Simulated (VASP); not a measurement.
# Hg (Fd-3m) in VASP: further runs

Hg is run at these levels: LDA; tasks: single point.

All numbers are computed with VASP 6.6.1; they aren't measurements. Logs are shortened: lines on timing, memory, paths and dates and some standing lists are left out, and cuts for length are marked.

### 1 The cell of the first run

It takes space group Fd-3m (No. 227, cubic). The conventional cell has a = 5.486 Å, b = 5.486 Å, c = 5.486 Å, α = 90.00°, β = 90.00°, γ = 90.00°. Within 3.1 Å of Hg (site symmetry -43m) lie 4 Hg at 2.38 Å.

### 2 Single point, LDA

INCAR

```
SYSTEM = Hg
PREC     = Accurate       ! precision mode
ENCUT    = 520            ! plane-wave cutoff, eV
EDIFF    = 1E-6           ! SCF threshold, eV
ISMEAR   = -1             ! smearing method
SIGMA    = 0.1            ! smearing width, eV
LREAL    = .FALSE.        ! projectors in reciprocal space
LASPH    = .TRUE.         ! aspherical terms in the spheres
NELM     = 100            ! most SCF steps
ALGO     = Normal         ! electronic algorithm
ISIF     = 2              ! what is computed and relaxed
LWAVE    = .FALSE.        ! write WAVECAR
LCHARG   = .FALSE.        ! write CHGCAR
NBANDS   = 19             ! bands
```

KPOINTS

```
regular mesh
0
G
  6 6 6
  0 0 0
```

POSCAR

```
Hg
1.0
    0.0000000000      2.7431131918      2.7431131918
    2.7431131918      0.0000000000      2.7431131918
    2.7431131918      2.7431131918      0.0000000000
Hg
2
Direct
    0.0000000000      0.0000000000      0.0000000000
    0.2500000000      0.2500000000      0.2500000000
```

Potentials or basis: VASP PAW LDA potentials, release 64 (Hg).

Run with:

```sh
cat potpaw_LDA.64/Hg/POTCAR > POTCAR
mpirun -np 1 vasp_std > vasp.out
```

OUTCAR:

```text
SYSTEM = Hg
   PREC = Accurate
   ENCUT = 520
   EDIFF = 1E-6
   ISMEAR = -1
   LREAL = .FALSE.
   LASPH = .TRUE.
   NELM = 100
   ISIF = 2

 ion  position               nearest neighbor table
   1  0.000  0.000  0.000-   2 2.38   2 2.38   2 2.38   2 2.38
   2  0.250  0.250  0.250-   1 2.38   1 2.38   1 2.38   1 2.38

  LATTYP: Found a face centered cubic cell.
 ALAT       =     5.4862263836

  Lattice vectors:

 A1 = (   0.0000000000,   2.7431131918,   2.7431131918)
 A2 = (   2.7431131918,   0.0000000000,   2.7431131918)
 A3 = (   2.7431131918,   2.7431131918,   0.0000000000)

Analysis of symmetry for initial positions (statically):
=====================================================================
 Subroutine PRICEL returns:
 Original cell was already a primitive cell.

 Routine SETGRP: Setting up the symmetry group for a
 face centered cubic supercell.

 Subroutine GETGRP returns: Found 48 space group operations
 (whereof 24 operations were pure point group operations)
 out of a pool of 48 trial point group operations.

The static configuration has the point symmetry T_d .
 The point group associated with its full space group is O_h .

Analysis of symmetry for dynamics (positions and initial velocities):
=====================================================================
 Subroutine PRICEL returns:
 Original cell was already a primitive cell.

 Routine SETGRP: Setting up the symmetry group for a
 face centered cubic supercell.

 Subroutine GETGRP returns: Found 48 space group operations
 (whereof 24 operations were pure point group operations)
 out of a pool of 48 trial point group operations.

The dynamic configuration has the point symmetry T_d .
 The point group associated with its full space group is O_h .

 Subroutine INISYM returns: Found 48 space group operations
 (whereof 24 operations are pure point group operations),
 and found     1 'primitive' translations

----------------------------------------------------------------------------------------

                                     Primitive cell

  volume of cell :      41.2820

  direct lattice vectors                    reciprocal lattice vectors
     0.000000000  2.743113192  2.743113192    -0.182274651  0.182274651  0.182274651
     2.743113192  0.000000000  2.743113192     0.182274651 -0.182274651  0.182274651
     2.743113192  2.743113192  0.000000000     0.182274651  0.182274651 -0.182274651

  length of vectors
[... 69 lines left out ...]
   LSORBIT =      F    spin-orbit coupling
   LASPH  =      T    aspherical Exc in radial PAW
   ENCUT  =  520.0 eV  38.22 Ry    6.18 a.u.   7.21  7.21  7.21*2*pi/ulx,y,z
   NELM   =    100;   NELMIN=  2; NELMDL= -5     # of ELM steps
   EDIFF  = 0.1E-05   stopping-criterion for ELM
   LREAL  =      F    real-space projection
   EDIFFG = 0.1E-04   stopping-criterion for IOM
   NSW    =      0    number of steps for IOM
   IBRION =     -1    ionic relax: 0-MD 1-quasi-New 2-CG
   NFREE  =      0    steps in history (QN), initial steepest desc. (CG)
   ISIF   =      2    stress and relaxation
   ISYM   =      2    0-nonsym 1-usesym 2-fastsym
   POTIM  = 0.5000    time-step for ionic-motion
   TEBEG  =    0.0;   TEEND  =   0.0 temperature during run
   PSTRESS=    0.0 pullay stress
   NELECT =      24.0000    total number of electrons
   NUPDOWN=      -1.0000    fix difference up-down
   EMIN   =  10.00;   EMAX   =-10.00  energy-range for DOS
   EFERMI =   0.00;   METHOD = LEGACY
   ISMEAR =    -1;   SIGMA  =   0.10  broadening in eV -4-tet -1-fermi 0-gaus
   EFERMI_NEDOS =   21; number of points for ismear=-14 and -15
   IALGO  =     38    algorithm
   IMIX   =      4    mixing-type and parameters
     AMIX     =   0.40;   BMIX     =  1.00
     AMIX_MAG =   1.60;   BMIX_MAG =  1.00
  volume/ion in A,a.u.               =      20.64       139.29
  Fermi-wavevector in a.u.,A,eV,Ry     =   1.366338  2.582005 25.400442  1.866880
  Thomas-Fermi vector in A             =   2.492487
   LORBIT       =      0    0 simple, 1 ext, 2 COOP (PROOUT), +10 PAW based schemes
   GGA     = CA    functional components
   LHFCALC =     F    Hartree Fock is set to
   AEXX    =    0.0000 exact exchange contribution
   IVDW    =     0    specifies the selected vdW correction
   LEPSILON=     F    determine dielectric tensor
   LRPA    =     F    only Hartree local field effects (RPA)
 non-spin polarized calculation
  energy-cutoff  :      520.00
  volume of cell :       41.28
 maximum number of plane-waves:      1139
 NGX is ok and might be reduce to    30
   NGX = 15   NGY = 15   NGZ = 15

 number of electron      24.0000001 magnetization

 Free energy of the ion-electron system (eV)
  ---------------------------------------------------
  ext. energy  EPLUGINS =         0.00000000
  ---------------------------------------------------
  free energy    TOTEN  =         1.71515699 eV

  energy without entropy =        1.75682900  energy(sigma->0) =        1.73599299

 E-fermi :   4.2904     XC(G=0): -11.5868

 val. band max:        4.2385605181   @ k =  -0.3333   0.3333   0.1667
 cond. band min:       4.3334731040   @ k =   0.5000   0.3333   0.0000
 fundamental gap:      0.0949125858
 Fermi energy:         4.2904341048

 k-point     1 :       0.0000    0.0000    0.0000
  band No.  band energies     occupation
      1      -7.1137      2.00000
      2      -5.9721      2.00000
      3      -5.9721      2.00000
      4      -5.9514      2.00000
      5      -5.9514      2.00000
      6      -5.9514      2.00000
[... 329 lines left out ...]
      6      -4.3861      2.00000
[... 11 lines left out ...]
     18      17.7674      0.00000
     19      23.0824      0.00000

------------------------ aborting loop because EDIFF is reached ----------------------------------------

  FORCE on cell =-STRESS in cart. coord.  units (eV):
  Direction    XX          YY          ZZ          XY          YZ          ZX
  --------------------------------------------------------------------------------------
  -------------------------------------------------------------------------------------
  Total       16.7330269     16.7330269     16.7330269      0.0000000      0.0000000      0.0000000
  in kB      649.4173830    649.4173830    649.4173830      0.0000000      0.0000000      0.0000000
  external PRESSURE =     649.4173830 kB  Pullay stress =       0.0000000 kB

 VOLUME and BASIS-vectors are now :
 -----------------------------------------------------------------------------
  energy-cutoff  :      520.00
  volume of cell :       41.28
      direct lattice vectors                 reciprocal lattice vectors
     0.000000000  2.743113192  2.743113192    -0.182274651  0.182274651  0.182274651
     2.743113192  0.000000000  2.743113192     0.182274651 -0.182274651  0.182274651
     2.743113192  2.743113192  0.000000000     0.182274651  0.182274651 -0.182274651

 POSITION                                       TOTAL-FORCE (eV/Angst)
 -----------------------------------------------------------------------------------
      0.00000      0.00000      0.00000        -0.000000     -0.000000     -0.000000
      1.37156      1.37156      1.37156         0.000000      0.000000      0.000000
 -----------------------------------------------------------------------------------
    total drift:                                0.000000     -0.000000      0.000000

  FREE ENERGIE OF THE ION-ELECTRON SYSTEM (eV)
  ---------------------------------------------------
  free  energy   TOTEN  =         1.7151569904 eV

  energy  without entropy=        1.7568289955  energy(sigma->0) =        1.73599299
```

stdout:

```text
POSCAR found type information on POSCAR Hg
 POSCAR found :  1 types and       2 ions
 scaLAPACK will be used
 LDA part: xc-table for (Slater(with rela. corr.)+CA(PZ))
 , standard interpolation
 POSCAR, INCAR and KPOINTS ok, starting setup
 FFT: planning ... GRIDC
 FFT: planning ... GRID_SOFT
 FFT: planning ... GRID
 WAVECAR not read
 entering main loop
```

Wall time 6.2 s (1 thread of Intel Xeon 6975P-C (Granite Rapids), shared host); peak memory 0.15 GiB.

What came out:

```
Free energy            : 1.7152 eV
Pressure               : 64.9 GPa
Band gap on the k mesh : zero (band 12 reaches 12.41 eV, above the bottom of band 13 at 3.22 eV)
```

Caveat: spin-orbit coupling is left out, which moves the levels of the heavy elements.

### 3 Single point, LDA

This run uses another cell than the first one, of 22.30 Å³/atom, 1.080 times its volume.

INCAR

```
SYSTEM = Hg
  ALGO = Normal
  EDIFF = 1E-6
  ENCUT = 520
  GGA = CA
  ISIF = 2
  ISMEAR = -1
  LASPH = .True.
  LCHARG = .False.
  LREAL = .False.
  LWAVE = .False.
  NBANDS = 19
  NELM = 60
  PREC = Accurate
  SIGMA = 0.1
```

KPOINTS

```
k-points
0
Gamma
  6 6 6
  0 0 0
```

POSCAR

```
Hg
1.0
    0.0000000000      2.8147447490      2.8147447490
    2.8147447490      0.0000000000      2.8147447490
    2.8147447490      2.8147447490      0.0000000000
Hg
2
Direct
    0.0000000000      0.0000000000      0.0000000000
    0.2500000000      0.2500000000      0.2500000000
```

Potentials or basis: VASP PAW LDA potentials, release 64 (Hg).

Run with:

```sh
cat potpaw_LDA.64/Hg/POTCAR > POTCAR
mpirun -np 1 vasp_std > vasp.out
```

Run time: 5.5 s. Hardware: 1 thread of Intel Xeon 6975P-C (Granite Rapids), shared host; peak memory 0.14 GiB.

Results (log left out):

```yaml
Free_energy: 0.6043 eV
Pressure: 43.5 GPa
Band_gap_on_the_k_mesh: zero (band 12 reaches 11.05 eV, above the bottom of band 13 at 2.58 eV)
```

Levels at points of the mesh, in eV from the Fermi level:
```tsv
k point	band 10	band 11	band 12	band 13	band 14	band 15
(0.00, 0.00, 0.00)	-6.14	-6.14	7.47	7.98	7.98	7.98
(0.50, 0.00, 0.00)	-6.28	-4.62	-4.54	4.51	4.51	7.47
(0.50, 0.50, 0.00)	-6.07	-3.52	-3.52	0.80	0.80	5.90
```

Caveat: spin-orbit coupling is left out, which moves the levels of the heavy elements.

### 4 Single point, LDA

This run uses another cell than the first one, of 25.14 Å³/atom, 1.218 times its volume.

INCAR

```
SYSTEM = Hg
PREC     = Accurate       ! precision mode
ENCUT    = 520            ! plane-wave cutoff, eV
EDIFF    = 1E-6           ! SCF threshold, eV
ISMEAR   = -1             ! smearing method
SIGMA    = 0.1            ! smearing width, eV
LREAL    = .False.        ! projectors in reciprocal space
LASPH    = .True.         ! aspherical terms in the spheres
NELM     = 60             ! most SCF steps
ALGO     = Normal         ! electronic algorithm
ISIF     = 2              ! what is computed and relaxed
LWAVE    = .False.        ! write WAVECAR
LCHARG   = .True.         ! write CHGCAR
LELF     = .True.         ! ELF
LVHAR    = .True.       
NBANDS   = 19             ! bands
```

KPOINTS

```
Automatic mesh
0
Gamma
  6 6 6
  0 0 0
```

POSCAR

```
Hg
1.0
    0.0000000000      2.9295777135      2.9295777135
    2.9295777135      0.0000000000      2.9295777135
    2.9295777135      2.9295777135      0.0000000000
Hg
2
Direct
    0.0000000000      0.0000000000      0.0000000000
    0.2500000000      0.2500000000      0.2500000000
```

Potentials or basis: VASP PAW LDA potentials, release 64 (Hg).

Run with:

```sh
cat potpaw_LDA.64/Hg/POTCAR > POTCAR
mpirun -np 1 vasp_std > vasp.out
```

OUTCAR:

```text
SYSTEM = Hg
   PREC = Accurate
   ENCUT = 520
   EDIFF = 1E-6
   ISMEAR = -1
   LREAL = .False.
   LASPH = .True.
   NELM = 60
   ISIF = 2

 ion  position               nearest neighbor table
   1  0.000  0.000  0.000-   2 2.54   2 2.54   2 2.54   2 2.54
   2  0.250  0.250  0.250-   1 2.54   1 2.54   1 2.54   1 2.54

  LATTYP: Found a face centered cubic cell.
 ALAT       =     5.8591554270

  Lattice vectors:

 A1 = (   0.0000000000,   2.9295777135,   2.9295777135)
 A2 = (   2.9295777135,   0.0000000000,   2.9295777135)
 A3 = (   2.9295777135,   2.9295777135,   0.0000000000)

Analysis of symmetry for initial positions (statically):
=====================================================================
 Subroutine PRICEL returns:
 Original cell was already a primitive cell.

 Routine SETGRP: Setting up the symmetry group for a
 face centered cubic supercell.

 Subroutine GETGRP returns: Found 48 space group operations
 (whereof 24 operations were pure point group operations)
 out of a pool of 48 trial point group operations.

The static configuration has the point symmetry T_d .
 The point group associated with its full space group is O_h .
[... 148 lines left out ...]
  free energy    TOTEN  =        -0.51831237 eV

  energy without entropy =       -0.46397378  energy(sigma->0) =       -0.49114308

 E-fermi :   2.5949     XC(G=0): -10.5425

 val. band max:        2.4806979165   @ k =  -0.3333   0.3333   0.1667
 cond. band min:       2.6540599534   @ k =  -0.3333   0.5000   0.1667
 fundamental gap:      0.1733620369
 Fermi energy:         2.5948536467

 k-point     1 :       0.0000    0.0000    0.0000
  band No.  band energies     occupation
      1      -7.2647      2.00000
      2      -6.4993      2.00000
      3      -6.4993      2.00000
      4      -6.4993      2.00000
      5      -6.4381      2.00000
      6      -6.4381      2.00000
[... 329 lines left out ...]
      6      -5.2829      2.00000
[... 11 lines left out ...]
     18      14.3779      0.00000
     19      19.3511      0.00000

------------------------ aborting loop because EDIFF is reached ----------------------------------------

  FORCE on cell =-STRESS in cart. coord.  units (eV):
  Direction    XX          YY          ZZ          XY          YZ          ZX
  --------------------------------------------------------------------------------------
  -------------------------------------------------------------------------------------
  Total        6.8753157      6.8753157      6.8753157     -0.0000000     -0.0000000     -0.0000000
  in kB      219.0575167    219.0575167    219.0575167     -0.0000000     -0.0000000     -0.0000000
  external PRESSURE =     219.0575167 kB  Pullay stress =       0.0000000 kB

 VOLUME and BASIS-vectors are now :
 -----------------------------------------------------------------------------
  energy-cutoff  :      520.00
  volume of cell :       50.29
      direct lattice vectors                 reciprocal lattice vectors
     0.000000000  2.929577714  2.929577714    -0.170673062  0.170673062  0.170673062
     2.929577714  0.000000000  2.929577714     0.170673062 -0.170673062  0.170673062
     2.929577714  2.929577714  0.000000000     0.170673062  0.170673062 -0.170673062

 POSITION                                       TOTAL-FORCE (eV/Angst)
 -----------------------------------------------------------------------------------
      0.00000      0.00000      0.00000        -0.000000     -0.000000      0.000000
      1.46479      1.46479      1.46479         0.000000      0.000000     -0.000000
 -----------------------------------------------------------------------------------
    total drift:                               -0.000000      0.000000      0.000000

  FREE ENERGIE OF THE ION-ELECTRON SYSTEM (eV)
  ---------------------------------------------------
  free  energy   TOTEN  =        -0.5183123747 eV

  energy  without entropy=       -0.4639737770  energy(sigma->0) =       -0.49114308
```

OSZICAR:

```text
N       E                     dE             d eps       ncg     rms          rms(c)
DAV:   1     0.193571821674E+03    0.19357E+03   -0.12729E+04   616   0.122E+03
DAV:   2     0.350619771958E+01   -0.19007E+03   -0.18258E+03   623   0.330E+02
DAV:   3    -0.719743391749E+00   -0.42259E+01   -0.42118E+01   716   0.554E+01
DAV:   4    -0.728087664943E+00   -0.83443E-02   -0.83413E-02   674   0.238E+00
DAV:   5    -0.728109761238E+00   -0.22096E-04   -0.22096E-04   672   0.112E-01    0.127E+01
DAV:   6    -0.553815461964E+00    0.17429E+00   -0.30136E-01   704   0.570E+00    0.848E+00
DAV:   7    -0.521007913282E+00    0.32808E-01   -0.69818E-02   690   0.212E+00    0.184E+00
DAV:   8    -0.518285155360E+00    0.27228E-02   -0.12511E-02   649   0.135E+00    0.164E-01
DAV:   9    -0.518309169910E+00   -0.24015E-04   -0.44046E-05   693   0.708E-02    0.416E-02
DAV:  10    -0.518312377217E+00   -0.32073E-05   -0.54819E-06   653   0.196E-02    0.129E-02
DAV:  11    -0.518312374733E+00    0.24843E-08   -0.16590E-06   381   0.148E-02
   1 F= -.51831237E+00 E0= -.49114308E+00  d E =-.543386E-01
```

Wall time 6.5 s (1 thread of Intel Xeon 6975P-C (Granite Rapids), shared host); peak memory 0.15 GiB.

What came out:

```
Free energy            : -0.5183 eV
Pressure               : 21.9 GPa
Band gap on the k mesh : zero (band 12 reaches 8.97 eV, above the bottom of band 13 at 1.76 eV)
```

Levels at points of the mesh, in eV from the Fermi level:
```csv
k point,band 9,band 10,band 11,band 12,band 13,band 14,band 15,band 16
"(0.00, 0.00, 0.00)",-7.05,-6.14,-6.14,6.38,7.06,7.06,7.06,7.79
"(0.50, 0.00, 0.00)",-6.22,-6.22,-4.61,-4.11,4.06,4.06,6.30,7.71
"(0.50, 0.50, 0.00)",-6.05,-6.05,-3.56,-3.56,0.88,0.88,5.39,5.39
```

Caveat: spin-orbit coupling is left out, which moves the levels of the heavy elements.

### 5 Summary

```tsv
cell	gap on the mesh (eV)	pressure (GPa)
a = 3.879 Å, angles 60.0°, 2 atoms	none	64.9
a = 3.981 Å, angles 60.0°, 2 atoms	none	43.5
a = 4.143 Å, angles 60.0°, 2 atoms	none	21.9
```

Alike in all rows: task single point; level LDA; potentials or basis VASP PAW LDA potentials, release 64 (Hg); no spin polarisation; k mesh 6 × 6 × 6; cutoff (eV) 520; smearing fermi-dirac 0.1 eV.

Caveats: spin-orbit coupling is left out, which moves the levels of the heavy elements.

Total energies depend on the potentials used, so only differences within one code and one set of settings carry meaning.
